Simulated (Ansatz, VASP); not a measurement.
One calculation of KH4, two programs

The input INCAR:

```
SYSTEM = KH4
PREC = Accurate ; ENCUT = 520
EDIFF = 1E-7 ; ISMEAR = 0
SIGMA = 0.1 ; LREAL = .FALSE.
LASPH = .TRUE. ; NELM = 60
ALGO = Normal ; ISIF = 2
LWAVE = .FALSE. ; LCHARG = .FALSE.
GGA = PE ; NBANDS = 14
```

File KPOINTS:

```
Automatic mesh
0
G
  4 4 4
  0 0 0
```

POSCAR

```
KH4
1.0
    4.1110568100      0.0000000000      0.0000000000
    0.0000000000      4.1110568100      0.0000000000
    0.0000000000      0.0000000000      4.1110568100
K H
1 4
Direct
    0.0000000000      0.0000000000      0.0000000000
    0.5000000000      0.0000000000      0.0000000000
    0.0000000000      0.5000000000      0.0000000000
    0.0000000000      0.0000000000      0.5000000000
    0.5000000000      0.5000000000      0.5000000000
```

Input for Ansatz:

```yaml
crystal:
  lattice:
    - [4.11105681, 0.0, 0.0]
    - [0.0, 4.11105681, 0.0]
    - [0.0, 0.0, 4.11105681]
  atoms:
    - { symbol: K, position: [0.0, 0.0, 0.0] }
    - { symbol: H, position: [0.5, 0.0, 0.0] }
    - { symbol: H, position: [0.0, 0.5, 0.0] }
    - { symbol: H, position: [0.0, 0.0, 0.5] }
    - { symbol: H, position: [0.5, 0.5, 0.5] }
basis:
  ecutwfc: 420
kpoints:
  mp_grid: { grid: [4, 4, 4] }
hamiltonian:
  xc: pbe
scf:
  occupations: { method: gaussian, width: 0.1 }
  lower_state_search: "off"
output:
  forces: true
  stress: true
  eigenvalues: true
```

Alike in both runs: task single point; functional PBE; k mesh 4 × 4 × 4; occupations gaussian, width 0.1 eV; no spin polarisation.

|  | VASP | Ansatz |
| --- | --- | --- |
| version | VASP 6.6.1 | Ansatz 0.2.0 |
| potentials or method | VASP PAW PBE potentials, release 64 (K_sv, H), cutoff 520 eV | scalar-relativistic, plane waves, PAW |
| valence electrons in the cell | 13 | 13 |

|  | VASP | Ansatz | Ansatz less VASP |
| --- | --- | --- | --- |
| gap on the k mesh at the Fermi level (eV) | none | none | - |
| pressure (GPa) | 4.1 | 4.1 | -0.07 |

A gap of «none» marks a metal or a gap that the smearing closes.

The k mesh is coarse, so the values compare programs but aren't converged.
